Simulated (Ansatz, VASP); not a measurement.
**Mg3Sb2: VASP beside Ansatz**

```xyz
5
Lattice="4.5697 0.0000 0.0000 -2.2848 3.9574 0.0000 0.0000 0.0000 7.2400" Properties=species:S:1:pos:R:3 pbc="T T T"
Mg    0.0000    2.6383    4.5877
Mg    2.2848    1.3191    2.6523
Mg    0.0000    0.0000    0.0000
Sb    0.0000    2.6383    1.6562
Sb    2.2848    1.3191    5.5838
```

Alike in both runs: task single point; functional r2SCAN; k mesh 6 × 6 × 4; no spin polarisation.

|  | VASP | Ansatz |
| --- | --- | --- |
| version | VASP 6.6.1 | Ansatz 0.2.0 |
| potentials or method | VASP PAW PBE potentials, release 64 (Mg, Sb) | plane waves, PAW |
| plane-wave cutoff (eV) | 660 | 500 |
| occupations | gaussian, width 0.01 eV | fixed |
| valence electrons in the cell | 16 | 60 |

Ansatz gave:

```
gap on the k mesh at the Fermi level (eV) : 0.60
pressure (GPa)                            : 0.0
rms of the force components (eV/Å)        : 0.001
```

Question: Which values does VASP return?

Answer: gap on the k mesh at the Fermi level (eV): 0.56; pressure (GPa): 0.0; rms of the force components (eV/Å): 0.006.

VASP's potentials were made for PBE, not for r2SCAN. Atom by atom the forces differ by 0.006 eV/Å (rms over components). VASP's potentials hold 16 valence electrons a cell and Ansatz's 60, so a difference there can come from the potentials and not from the codes.

Neither program's run includes spin-orbit coupling.
